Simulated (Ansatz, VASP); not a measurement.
# LiP2 in VASP and in Ansatz

```
Li P
1.0
     4.65693    0.00000    0.00000
     0.00000    4.65693    0.00000
     0.00000    0.00000    4.65693
Li P
1 2
Cartesian
  0.0000 0.0000 0.0000
  2.3285 0.0000 0.0000
  0.0000 2.3285 0.0000
```

Change from the starting cell: ordered vacancies on the anion sites of rhenium trioxide (P4/mmm, No. 123).

Alike in both runs: task relaxation of cell and atoms; functional PBE; k mesh 10 × 10 × 10; occupations gaussian, width 0.1 eV; no spin polarisation.

|  | VASP | Ansatz |
| --- | --- | --- |
| version | VASP 6.6.1 | Ansatz 0.2.0 |
| potentials or method | VASP PAW PBE potentials, release 64 (Li_sv, P), cutoff 600 eV | scalar-relativistic, plane waves, PAW |
| valence electrons in the cell | 13 | 13 |

Ansatz gave:

```
gap on the k mesh at the Fermi level, each at its own relaxed structure (eV) : none
relaxed volume (Å³/atom)                                                     : 18.80
relaxed cell length with the largest relative difference (Å)                 : 5.079
```

Task: Estimate VASP's values.

Result: gap on the k mesh at the Fermi level, each at its own relaxed structure (eV): none; relaxed volume (Å³/atom): 18.72; relaxed cell length with the largest relative difference (Å): 5.072.

A gap of «none» marks a metal or a gap that the smearing closes.

Noted on VASP's run: the cutoff is short for stress, so the pressure is rough; the volume moved by over 15 % at a fixed basis, so the end points are rough.
